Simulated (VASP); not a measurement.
The system is Ga.

```
CELL_PARAMETERS angstrom
-2.99241 2.99241 2.99241
2.99241 -2.99241 2.99241
2.99241 2.99241 -2.99241
ATOMIC_POSITIONS crystal
Ga 0.25000 0.12500 0.87500
Ga 0.12500 0.87500 0.25000
Ga 0.75000 0.37500 0.62500
Ga 0.87500 0.25000 0.12500
Ga 0.62500 0.75000 0.37500
Ga 0.37500 0.62500 0.75000
```

| Quantity | Value |
| --- | --- |
| Program | VASP 6.6.1 |
| Task | relaxation of cell and atoms |
| Functional | PBE |
| Potentials or basis | VASP PAW PBE potentials, release 64 (Ga_d) |
| Cutoff | 600 eV |
| k mesh | 8 × 8 × 8 |
| Occupations | gaussian, width 0.1 eV |
| Spin | no spin polarisation |

At the start: pressure 3.3 GPa; volume 17.86 Å³/atom.

Q: How do energy, volume and symmetry change on relaxing?

A: Over 4 steps the energy falls by 10.9 meV/atom and the volume is 18.98 Å³/atom (+6.2 %); space group I-43d (No. 220, to 0.1 Å) before and after.

The path:
```tsv
step	energy change (eV)	largest force (eV/Å)	pressure (GPa)	volume (Å³)
1	0.0000	0.0000	3.35	107.18
2	-0.0646	0.0000	0.37	113.07
3	-0.0652	0.0000	-0.08	114.04
4	-0.0653	0.0000	-0.04	113.87
```

Final structure:
```
Ga
1.0
    -3.05339    3.05339    3.05339
     3.05339   -3.05339    3.05339
     3.05339    3.05339   -3.05339
Ga
6
Direct
  0.25000 0.12500 0.87500
  0.12500 0.87500 0.25000
  0.75000 0.37500 0.62500
  0.87500 0.25000 0.12500
  0.62500 0.75000 0.37500
  0.37500 0.62500 0.75000
```
